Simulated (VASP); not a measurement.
Runs of VASP 6.6.1 on Si2Ni. The structure is that of space group I4/mmm (No. 139), or close to it. The cells are those of the table. 

| cell | gap on the mesh (eV) | pressure (GPa) |
| --- | --- | --- |
| a = 3.706, b = 3.706, c = 4.279 Å, angles 54.7, 54.7, 70.5°, 3 atoms | none | (a) |
| a = 3.963, b = 3.963, c = 3.588 Å, angles 63.1, 63.1, 53.8°, 3 atoms | none | 1.2 |
| a = 4.159, b = 4.159, c = 3.397 Å, angles 65.9, 65.9, 48.2°, 3 atoms | none | 5.7 |
| a = 3.735, b = 3.735, c = 4.025 Å, angles 57.4, 57.4, 65.2°, 3 atoms | none | 0.6 |

Alike in all rows: task single point; level PBEsol; potentials or basis VASP PAW PBE potentials, release 64 (Si, Ni); no spin polarisation; k mesh 18 × 18 × 18; cutoff (eV) 520; smearing gaussian 0.15 eV.

Question: Estimate the missing entries.

Answer: (a) 11.5.

Caveats: the PAW data sets were made with another functional, which shifts forces and pressure a little.

A gap of «none» marks levels without a gap at the run's occupations.
